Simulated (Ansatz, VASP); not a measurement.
**Ti: VASP beside Ansatz**

The input INCAR:

```
SYSTEM = Ti
ALGO     = Fast           ! electronic algorithm
EDIFF    = 1E-7           ! SCF threshold, eV
ENCUT    = 520            ! plane-wave cutoff, eV
GGA      = PS             ! functional
ISIF     = 2              ! what is computed and relaxed
ISMEAR   = 0              ! smearing method
LASPH    = .True.         ! aspherical terms in the spheres
LCHARG   = .True.         ! write CHGCAR
LELF     = .True.         ! ELF
LREAL    = .False.        ! projectors in reciprocal space
LVHAR    = .True.       
LWAVE    = .False.        ! write WAVECAR
NBANDS   = 12             ! bands
NELM     = 60             ! most SCF steps
PREC     = Accurate       ! precision mode
SIGMA    = 0.15           ! smearing width, eV
```

Contents of KPOINTS:

```
k-points
0
Gamma
  20 20 20
  0 0 0
```

Contents of POSCAR:

```
Ti
1.0
    0.0000000000      1.9792500000      2.0300000000
    1.9792500000      0.0000000000      2.0300000000
    1.9792500000      1.9792500000      0.0000000000
Ti
1
Direct
    0.0000000000      0.0000000000      0.0000000000
```

Input for Ansatz:

```yaml
crystal:
  lattice:
    - [0.0, 1.97925, 2.03]
    - [1.97925, 0.0, 2.03]
    - [1.97925, 1.97925, 0.0]
  atoms:
    - { symbol: Ti, position: [0.0, 0.0, 0.0] }
basis:
  ecutwfc: 420
kpoints:
  mp_grid: { grid: [20, 20, 20] }
hamiltonian:
  xc: pbesol
scf:
  occupations: { method: gaussian, width: 0.15 }
output:
  forces: true
  stress: true
  eigenvalues: true
```

Change from the starting cell: strain -0.025 along x and y, +0.000 along z, atoms carried along.

Alike in both runs: task single point; functional PBEsol; k mesh 20 × 20 × 20; occupations gaussian, width 0.15 eV; no spin polarisation.

|  | VASP | Ansatz |
| --- | --- | --- |
| version | VASP 6.6.1 | Ansatz 0.2.0 |
| potentials or method | VASP PAW PBE potentials, release 64 (Ti_sv), cutoff 520 eV | scalar-relativistic, plane waves, PAW |
| valence electrons in the cell | 12 | 12 |

```tsv
	VASP	Ansatz	Ansatz less VASP
gap on the k mesh at the Fermi level (eV)	none	none	-
pressure (GPa)	5.6	6.0	+0.38
traceless stress, the component that is largest in VASP (GPa)	-0.62	-0.61	+0.008
```

VASP's potentials were made for PBE, not for PBEsol. A gap of «none» marks a metal or a gap that the smearing closes.
